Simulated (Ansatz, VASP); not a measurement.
## One calculation of Ir, two programs

The input POSCAR:

```
Ir
1.0
    0.0000000000      1.8908645795      1.8908645795
    1.8908645795      0.0000000000      1.8908645795
    1.8908645795      1.8908645795      0.0000000000
Ir
1
Direct
    0.0000000000      0.0000000000      0.0000000000
```

Contents of INCAR.step1:

```
SYSTEM = Ir
  ALGO = Normal
  EDIFF = 1E-5
  ENCUT = 620
  GGA = PE
  GGA_COMPAT = .FALSE.
  ISMEAR = 0
  LASPH = .TRUE.
  LCHARG = .FALSE.
  LREAL = .FALSE.
  LWAVE = .TRUE.
  NBANDS = 14
  NELM = 120
  PREC = Accurate
  SIGMA = 0.1
```

Contents of INCAR.step2:

```
SYSTEM = Ir
  ALGO = Normal
  EDIFF = 1E-6
  ENCUT = 620
  GGA_COMPAT = .FALSE.
  ISIF = 2
  ISMEAR = 0
  ISTART = 1
  LASPH = .TRUE.
  LCHARG = .TRUE.
  LELF = .TRUE.
  LMIXTAU = .TRUE.
  LREAL = .FALSE.
  LVHAR = .TRUE.
  LWAVE = .FALSE.
  METAGGA = R2SCAN
  NBANDS = 14
  NELM = 120
  PREC = Accurate
  SIGMA = 0.1
```

Contents of KPOINTS:

```
k-points
0
G
  8 8 8
  0 0 0
```

Input for Ansatz:

```yaml
crystal:
  lattice:
    - [0.0, 1.8908645795, 1.8908645795]
    - [1.8908645795, 0.0, 1.8908645795]
    - [1.8908645795, 1.8908645795, 0.0]
  atoms:
    - { symbol: Ir, position: [0.0, 0.0, 0.0] }
basis:
  ecutwfc: 500
kpoints:
  mp_grid: { grid: [8, 8, 8] }
hamiltonian:
  xc: r2scan
scf:
  occupations: { method: gaussian, width: 0.1 }
output:
  forces: true
  stress: true
  eigenvalues: true
```

Alike in both runs: task single point; functional r2SCAN; k mesh 8 × 8 × 8; occupations gaussian, width 0.1 eV; no spin polarisation.

|  | VASP | Ansatz |
| --- | --- | --- |
| version | VASP 6.6.1 | Ansatz 0.2.0 |
| potentials or method | VASP PAW PBE potentials, release 64 (Ir_sv_GW), cutoff 620 eV | scalar-relativistic, plane waves, PAW |
| valence electrons in the cell | 17 | 17 |

```csv
,VASP,Ansatz,Ansatz less VASP
gap on the k mesh at the Fermi level (eV),none,none,-
pressure (GPa),21.7,22.6,+0.96
```

VASP's potentials were made for PBE, not for r2SCAN. A gap of «none» marks a metal or a gap that the smearing closes. With one functional, cell and mesh, what is left measures potentials, basis and numerics.

Neither program's run includes spin-orbit coupling.
